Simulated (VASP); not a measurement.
# P (P4/mmm) in VASP: a series of runs, part 2 of 2

VASP 6.6.1.

## 3. Single point, r2SCAN (strain +0.015 along x and y, +0.000 along z)

Input file POSCAR:

```
P
1.0
    4.3369984303      0.0000000000      0.0000000000
    0.0000000000      4.3369984303      0.0000000000
    0.0000000000      0.0000000000      4.3780000000
P
1
Direct
    0.0000000000      0.0000000000      0.0000000000
```

Input file INCAR.step1:

```
PREC = Accurate
ENCUT = 520
ISMEAR = 0
SIGMA = 0.15
LREAL = False
LASPH = True
NELM = 100
NBANDS = 8
GGA = PE
ALGO = Normal
EDIFF = 1E-4
LWAVE = True
LCHARG = False
```

Input file INCAR.step2:

```
PREC = Accurate
ENCUT = 520
EDIFF = 1E-7
ISMEAR = 0
SIGMA = 0.15
LREAL = False
LASPH = True
NELM = 100
ALGO = Normal
ISIF = 2
LWAVE = False
LCHARG = True
METAGGA = R2SCAN
LMIXTAU = True
LELF = True
LVHAR = True
NBANDS = 8
ISTART = 1
```

Input file KPOINTS:

```
regular mesh
0
Gamma
  12 12 12
```

Potentials or basis: VASP PAW PBE potentials, release 64 (P).

Command:

```console
> cat potpaw_PBE.64/P/POTCAR > POTCAR
> cp INCAR.step1 INCAR
> mpirun -np 1 vasp_std > vasp.out
> cp INCAR.step2 INCAR
> mpirun -np 1 vasp_std > vasp.out
```

OUTCAR:

```text
PREC = Accurate
   ENCUT = 520
   EDIFF = 1E-7
   ISMEAR = 0
   LREAL = False
   LASPH = True
   NELM = 100
   ISIF = 2
   METAGGA = R2SCAN
   ISTART = 1

 ion  position               nearest neighbor table
   1  0.000  0.000  0.000-

  LATTYP: Found a simple tetragonal cell.
 ALAT       =     4.3369984303
 C/A-ratio  =     1.0094539047

  Lattice vectors:

 A1 = (   4.3369984303,   0.0000000000,   0.0000000000)
 A2 = (   0.0000000000,   4.3369984303,   0.0000000000)
 A3 = (   0.0000000000,   0.0000000000,   4.3780000000)

Analysis of symmetry for initial positions (statically):
=====================================================================
 Subroutine PRICEL returns:
 Original cell was already a primitive cell.

 Routine SETGRP: Setting up the symmetry group for a
 simple tetragonal supercell.

 Subroutine GETGRP returns: Found 16 space group operations
 (whereof 16 operations were pure point group operations)
 out of a pool of 16 trial point group operations.

The static configuration has the point symmetry D_4h.

Analysis of symmetry for dynamics (positions and initial velocities):
=====================================================================
[... 155 lines left out ...]

 E-fermi :  -3.3089     XC(G=0):  -5.1028

 val. band max:       -3.3112272313   @ k =   0.2500   0.0000   0.5000
 cond. band min:      -3.3083467650   @ k =   0.4167   0.0833   0.2500
 fundamental gap:      0.0028804663
 Fermi energy:        -3.3089488646

 k-point     1 :       0.0000    0.0000    0.0000
  band No.  band energies     occupation
      1     -12.4783      2.00000
      2      -2.8287      0.00001
      3      -2.7856      0.00000
      4      -2.7856      0.00000
      5       1.6936      0.00000
      6       4.7555      0.00000
      7       4.7899      0.00000
      8       9.4201      0.00000
[... 243 lines left out ...]
 k-point    24 :       0.4167    0.3333    0.0000
  band No.  band energies     occupation
      1     -12.2126      2.00000
      2      -3.8434      2.00000
      3      -3.5946      1.99293
      4      -2.6012      0.00000
      5       3.2793      0.00000
      6       4.9134      0.00000
      7       6.6883      0.00000
      8       6.8914      0.00000

 [... further k-points ...]
[... 5 lines left out ...]
  --------------------------------------------------------------------------------------
  -------------------------------------------------------------------------------------
  Total       -1.9384299     -1.9384299     -1.8611495      0.0000000     -0.0000000      0.0000000
  in kB      -37.7143297    -37.7143297    -36.2107523      0.0000000     -0.0000000      0.0000000
  external PRESSURE =     -37.2131372 kB  Pullay stress =       0.0000000 kB

 VOLUME and BASIS-vectors are now :
 -----------------------------------------------------------------------------
  energy-cutoff  :      520.00
  volume of cell :       82.35
      direct lattice vectors                 reciprocal lattice vectors
     4.336998430  0.000000000  0.000000000     0.230574213  0.000000000  0.000000000
     0.000000000  4.336998430  0.000000000     0.000000000  0.230574213  0.000000000
     0.000000000  0.000000000  4.378000000     0.000000000  0.000000000  0.228414801

 POSITION                                       TOTAL-FORCE (eV/Angst)
 -----------------------------------------------------------------------------------
      0.00000      0.00000      0.00000         0.000000      0.000000      0.000000
 -----------------------------------------------------------------------------------
    total drift:                                0.000000      0.000000     -0.000000

  FREE ENERGIE OF THE ION-ELECTRON SYSTEM (eV)
  ---------------------------------------------------
  free  energy   TOTEN  =        -4.2682193170 eV

  energy  without entropy=       -4.2298670945  energy(sigma->0) =       -4.24904321
```

OUTCAR.step1:

```text
PREC = Accurate
   ENCUT = 520
   ISMEAR = 0
   LREAL = False
   LASPH = True
   NELM = 100
[... 479 lines left out ...]

 POSITION                                       TOTAL-FORCE (eV/Angst)
 -----------------------------------------------------------------------------------
      0.00000      0.00000      0.00000         0.000000      0.000000      0.000000
 -----------------------------------------------------------------------------------
    total drift:                               -0.000000      0.000000      0.000000

  FREE ENERGIE OF THE ION-ELECTRON SYSTEM (eV)
  ---------------------------------------------------
  free  energy   TOTEN  =        -1.0979204356 eV

  energy  without entropy=       -1.0572037367  energy(sigma->0) =       -1.07756209
```

It took 4.2 min on 1 thread of Oxide Virtual Turin-like, shared host; peak memory 0.23 GiB.

Results:

| Property | Result |
| --- | --- |
| Free energy | -4.2682 eV |
| Pressure | -3.7 GPa |
| Band gap on the k mesh | zero (an odd number of electrons rules out a gap without spin polarisation) |

Stress tensor (GPa, compression positive):
```
-3.77  0.00  0.00
 0.00 -3.77  0.00
 0.00  0.00 -3.62
```

Caveat: the cell differs from its parent crystal (strain +0.015 along x and y, +0.000 along z); the cell stands under tension; the nearest neighbours stand farther apart than a usual bond; the PAW data sets were made with another functional, which shifts forces and pressure a little; an odd number of electrons without spin polarisation forces a metal; a magnetic or distorted state may lie lower.
